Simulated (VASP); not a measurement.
A run of VASP 6.6.1 is set up as follows.

POSCAR

```
CdGa2
1.0
   -3.2998722414      3.2998722414      2.7468174723
    3.2998722414     -3.2998722414      2.7468174723
    3.2998722414      3.2998722414     -2.7468174723
Cd Ga
2 4
Direct
    0.2500000000      0.2500000000      0.0000000000
    0.7500000000      0.7500000000      0.0000000000
    0.6670000000      0.1670000000      0.8340000000
    0.1670000000      0.3330000000      0.5000000000
    0.3330000000      0.8330000000      0.1660000000
    0.8330000000      0.6670000000      0.5000000000
```

INCAR.step1

```
SYSTEM = CdGa2
PREC = Accurate
ENCUT = 520
ISMEAR = 0
SIGMA = 0.1
LREAL = .False.
LASPH = .True.
NELM = 80
NBANDS = 47
GGA = PE
ALGO = Normal
EDIFF = 1E-4
LWAVE = .True.
LCHARG = .False.
```

Contents of INCAR.step2:

```
SYSTEM = CdGa2
PREC = Accurate
ENCUT = 520
EDIFF = 1E-6
ISMEAR = 0
SIGMA = 0.1
LREAL = .False.
LASPH = .True.
NELM = 80
ALGO = Normal
ISIF = 2
LWAVE = .False.
LCHARG = .False.
METAGGA = R2SCAN
LMIXTAU = .True.
NBANDS = 47
ISTART = 1
```

Contents of KPOINTS:

```
regular mesh
0
Gamma
  4 4 4
  0 0 0
```

Potentials or basis: VASP PAW PBE potentials, release 64 (Cd, Ga_d).

Launch:

```sh
$ cat potpaw_PBE.64/Cd/POTCAR potpaw_PBE.64/Ga_d/POTCAR > POTCAR
$ cp INCAR.step1 INCAR
$ mpirun -np 1 vasp_std > vasp.out
$ cp INCAR.step2 INCAR
$ mpirun -np 1 vasp_std > vasp.out
```

Task: Predict the largest force.

Result: 0.653 eV/Å.

Task: Predict the pressure.

Result: 4.6 GPa.

Task: Estimate the band gap on the k mesh.

Result: Zero (band 38 reaches 6.31 eV, above the bottom of band 39 at 3.10 eV).

Stress tensor (GPa, compression positive):
```
3.28 0.00 0.00
0.00 3.28 0.00
0.00 0.00 7.22
```

Caveat: the k points lie up to 0.37 Å⁻¹ apart; the PAW data sets were made with another functional, which shifts forces and pressure a little.
